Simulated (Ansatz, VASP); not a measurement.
## AlSn: VASP beside Ansatz

The input INCAR:

```
SYSTEM = AlSn
PREC = Accurate
ENCUT = 600
EDIFF = 1E-6
ISMEAR = 0
SIGMA = 0.1
LREAL = .False.
LASPH = .True.
NELM = 60
ALGO = Fast
ISIF = 3
LWAVE = .False.
LCHARG = .False.
GGA = PE
IBRION = 2
NSW = 90
EDIFFG = -0.04
```

The input KPOINTS:

```
Automatic mesh
0
Gamma
  3 3 6
  0 0 0
```

POSCAR

```
AlSn
1.0
    9.4314889790      0.0000000000      0.0000000000
   -4.7157444895      8.1679090513      0.0000000000
    0.0000000000      0.0000000000      2.8611350638
Al Sn
3 3
Direct
    0.0000000000      0.0000000000      0.0000000000
    0.3333333333      0.6666666667      0.0000000000
    0.6666666667      0.3333333333      0.0000000000
    0.5000000000      0.0000000000      0.0000000000
    0.0000000000      0.5000000000      0.0000000000
    0.5000000000      0.5000000000      0.0000000000
```

Input for Ansatz:

```yaml
crystal:
  lattice:
    - [9.431488979, 0.0, 0.0]
    - [-4.7157444895, 8.1679090513, 0.0]
    - [0.0, 0.0, 2.8611350638]
  atoms:
    - { symbol: Al, position: [0.0, 0.0, 0.0] }
    - { symbol: Al, position: [0.3333333333, 0.6666666667, 0.0] }
    - { symbol: Al, position: [0.6666666667, 0.3333333333, 0.0] }
    - { symbol: Sn, position: [0.5, 0.0, 0.0] }
    - { symbol: Sn, position: [0.0, 0.5, 0.0] }
    - { symbol: Sn, position: [0.5, 0.5, 0.0] }
basis:
  ecutwfc: 420
kpoints:
  mp_grid: { grid: [3, 3, 6] }
hamiltonian:
  xc: pbe
scf:
  occupations: { method: gaussian, width: 0.1 }
  lower_state_search: "off"
output:
  forces: true
  stress: true
  eigenvalues: true
relax:
  adjacent_minimum: "off"
  f_tol: 0.04
  max_steps: 70
  cell: { stress_tol: 0.4 }
```

Alike in both runs: task relaxation of cell and atoms; functional PBE; k mesh 3 × 3 × 6; occupations gaussian, width 0.1 eV; no spin polarisation.

```csv
,VASP,Ansatz
version,VASP 6.6.1,Ansatz 0.2.0
potentials or method,"VASP PAW PBE potentials, release 64 (Al, Sn_d), cutoff 600 eV","scalar-relativistic, plane waves, PAW"
valence electrons in the cell,51,51
```

|  | VASP | Ansatz | Ansatz less VASP |
| --- | --- | --- | --- |
| gap on the k mesh at the Fermi level, each at its own relaxed structure (eV) | none | none | - |
| relaxed volume (Å³/atom) | 36.76 | 36.95 | +0.188 |
| relaxed cell length with the largest relative difference (Å) | 9.107 | 9.135 | +0.0281 |

A gap of «none» marks a metal or a gap that the smearing closes.

The k mesh is coarse, so the values compare programs but aren't converged.
